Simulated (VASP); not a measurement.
# SnO (Pmmn) in VASP: a series of runs, part 2 of 2

VASP 6.6.1.

## Step 5: Single point, PBE (strain +0.0562 x Voigt [1, -1, 0, 0, 0, 0])

File INCAR:

```
SYSTEM = SnO
ALGO     = Fast           ! electronic algorithm
EDIFF    = 1E-7           ! SCF threshold, eV
ENCUT    = 520            ! plane-wave cutoff, eV
GGA      = PE             ! functional
ISIF     = 2              ! what is computed and relaxed
ISMEAR   = 0              ! smearing method
LASPH    = .True.         ! aspherical terms in the spheres
LCHARG   = .False.        ! write CHGCAR
LREAL    = .False.        ! projectors in reciprocal space
LWAVE    = .False.        ! write WAVECAR
NBANDS   = 28             ! bands
NELM     = 60             ! most SCF steps
PREC     = Accurate       ! precision mode
SIGMA    = 0.15           ! smearing width, eV
```

File KPOINTS:

```
k-points
0
Gamma
  12 12 10
  0 0 0
```

File POSCAR:

```
SnO
1.0
    4.0156724000      0.0000000000      0.0000000000
    0.0000000000      3.5883276000      0.0000000000
    0.0000000000      0.0000000000      4.8360000000
Sn O
2 2
Direct
    0.0000000000      0.5000000000      0.2385000000
    0.5000000000      0.0000000000      0.7615000000
    0.0000000000      0.0000000000      0.0000000000
    0.5000000000      0.5000000000      0.0000000000
```

The run is started by

```sh
cat potpaw_PBE.64/Sn_d/POTCAR potpaw_PBE.64/O/POTCAR > POTCAR
mpirun -np 1 vasp_std > vasp.out
```

Wall time 13 min (1 thread of Oxide Virtual Turin-like, shared host); peak memory 0.49 GiB.

It converged, with:

```yaml
Free_energy: -22.5568 eV
Pressure: 5.9 GPa
Largest_force: 0.865 eV/Å
Band_gap_on_the_k_mesh: zero (bands 20 and 21 overlap by 0.02 eV)
```

Forces on the atoms (eV/Å):
```
Sn   0.000  0.000  0.733
Sn   0.000  0.000 -0.733
O    0.000  0.000 -0.865
O    0.000  0.000  0.865
```

Stress tensor (GPa, compression positive):
```
 1.88  0.00  0.00
 0.00 10.70  0.00
 0.00  0.00  5.13
```

Levels at points of the mesh, in eV from the Fermi level:
```csv
k point,band 16,band 17,band 18,band 19,band 20,band 21,band 22,band 23,band 24,band 25
"(0.00, 0.00, 0.00)",-6.20,-3.72,-3.68,-3.06,-0.13,2.06,3.66,4.25,4.66,5.53
"(0.50, 0.00, 0.00)",-5.25,-5.04,-5.04,-2.99,-2.99,2.96,2.96,5.56,5.56,6.61
"(0.00, 0.50, 0.00)",-5.26,-5.03,-5.03,-2.76,-2.76,3.11,3.11,5.09,5.09,6.35
"(0.50, 0.50, 0.00)",-5.38,-2.80,-2.80,-2.00,-2.00,-0.08,-0.08,4.37,4.37,6.99
"(0.00, 0.00, 0.50)",-4.09,-3.70,-3.07,-2.97,-2.43,1.72,1.79,3.48,3.95,7.35
"(0.50, 0.00, 0.50)",-5.56,-5.00,-5.00,-1.89,-1.89,2.18,2.18,6.13,6.13,6.20
"(0.00, 0.50, 0.50)",-5.78,-4.99,-4.99,-1.97,-1.97,2.70,2.70,4.61,4.61,6.88
"(0.50, 0.50, 0.50)",-5.83,-2.89,-2.89,-2.70,-2.70,2.16,2.16,3.85,3.85,5.58
```

Caveat: the cell differs from its parent crystal (strain +0.0562 x Voigt [1, -1, 0, 0, 0, 0]); the stress differs along the axes, from 2 to 11 GPa; semilocal functionals underestimate gaps, and a narrow one can read as zero; spin-orbit coupling is left out, which moves the levels of the heavy elements.

## Step 6: Single point, PBE (strain +0.0375 x Voigt [1, -1, 0, 0, 0, 0])

File INCAR:

```
ALGO = Fast
EDIFF = 1E-6
ENCUT = 520
GGA = PE
ISIF = 2
ISMEAR = 0
LASPH = T
LCHARG = T
LELF = T
LREAL = F
LVHAR = T
LWAVE = F
NBANDS = 28
NELM = 80
PREC = Accurate
SIGMA = 0.15
```

File KPOINTS:

```
k-points
0
Gamma
  12 12 10
```

Changes to POSCAR since step 5:

```diff
@@ -2,4 +2,4 @@
 1.0
-    4.0156724000      0.0000000000      0.0000000000
-    0.0000000000      3.5883276000      0.0000000000
+    3.9445750000      0.0000000000      0.0000000000
+    0.0000000000      3.6594250000      0.0000000000
     0.0000000000      0.0000000000      4.8360000000
```

Potentials or basis: VASP PAW PBE potentials, release 64 (Sn_d, O).

The run is started by

```sh
cat potpaw_PBE.64/Sn_d/POTCAR potpaw_PBE.64/O/POTCAR > POTCAR
mpirun -np 1 vasp_std > vasp.out
```

Wall time 12 min (1 thread of Oxide Virtual Turin-like, shared host); peak memory 0.5 GiB.

It converged, with:

| Quantity | Value |
| --- | --- |
| Free energy | -22.6205 eV |
| Pressure | 5.1 GPa |
| Largest force | 0.568 eV/Å |
| Band gap on the k mesh | zero (filled and empty bands touch) |

Forces in eV/Å, atoms in the order of the input:
```
Sn   0.000  0.000  0.568
Sn   0.000  0.000 -0.568
O    0.000  0.000 -0.566
O    0.000  0.000  0.566
```

Stress tensor (GPa, compression positive):
```
2.59 0.00 0.00
0.00 8.32 0.00
0.00 0.00 4.28
```

Levels at points of the mesh, in eV from the Fermi level:
| k point | band 16 | band 17 | band 18 | band 19 | band 20 | band 21 | band 22 | band 23 | band 24 | band 25 |
| --- | --- | --- | --- | --- | --- | --- | --- | --- | --- | --- |
| (0.00, 0.00, 0.00) | -6.27 | -3.68 | -3.56 | -3.13 | -0.12 | 2.02 | 3.94 | 4.25 | 4.97 | 5.18 |
| (0.50, 0.00, 0.00) | -5.20 | -5.02 | -5.02 | -2.95 | -2.95 | 3.00 | 3.00 | 5.66 | 5.66 | 6.32 |
| (0.00, 0.50, 0.00) | -5.21 | -5.01 | -5.01 | -2.80 | -2.80 | 3.11 | 3.11 | 5.31 | 5.31 | 6.19 |
| (0.50, 0.50, 0.00) | -5.34 | -2.73 | -2.73 | -2.02 | -2.02 | -0.08 | -0.08 | 4.35 | 4.35 | 7.07 |
| (0.00, 0.00, 0.50) | -3.91 | -3.57 | -3.15 | -3.08 | -2.41 | 1.65 | 2.12 | 3.52 | 3.56 | 7.57 |
| (0.50, 0.00, 0.50) | -5.58 | -4.99 | -4.99 | -1.88 | -1.88 | 2.27 | 2.27 | 5.83 | 5.83 | 6.32 |
| (0.00, 0.50, 0.50) | -5.72 | -4.97 | -4.97 | -1.94 | -1.94 | 2.62 | 2.62 | 4.82 | 4.82 | 6.79 |
| (0.50, 0.50, 0.50) | -5.79 | -2.85 | -2.85 | -2.69 | -2.69 | 2.18 | 2.18 | 3.89 | 3.89 | 5.53 |

Caveat: the cell differs from its parent crystal (strain +0.0375 x Voigt [1, -1, 0, 0, 0, 0]); the stress differs along the axes, from 3 to 8 GPa; semilocal functionals underestimate gaps, and a narrow one can read as zero; spin-orbit coupling is left out, which moves the levels of the heavy elements.

## Step 7: Overview

```csv
cell,gap on the mesh (eV),pressure (GPa),largest force (eV/Å)
"a = 3.232, b = 4.372, c = 4.836 Å, 4 atoms",0.03,16.0,2.86
"a = 4.301, b = 3.303, c = 4.836 Å, 4 atoms",0.01,13.0,2.36
"a = 4.230, b = 3.374, c = 4.836 Å, 4 atoms",none,10.6,1.93
"a = 4.016, b = 3.588, c = 4.836 Å, 4 atoms",none,5.9,0.87
"a = 3.945, b = 3.659, c = 4.836 Å, 4 atoms",none,5.1,0.57
```

Alike in all rows: task single point; level PBE; potentials or basis VASP PAW PBE potentials, release 64 (Sn_d, O); no spin polarisation; k mesh 12 × 12 × 10; cutoff (eV) 520; smearing gaussian 0.15 eV.

Caveats: semilocal functionals underestimate gaps, and a narrow one can read as zero; spin-orbit coupling is left out, which moves the levels of the heavy elements; forces of over 1 eV/Å act on the atoms, so gaps and moduli don't describe the material at rest (at least some runs); the smearing spreads over this small gap (at least some runs); the stress differs along the axes, from 1 to 32 GPa (at least some runs); the stress differs along the axes, from 1 to 26 GPa (at least some runs); the stress differs along the axes, from 1 to 21 GPa (at least some runs).

Absolute energies hang on the potentials; compare differences alone.
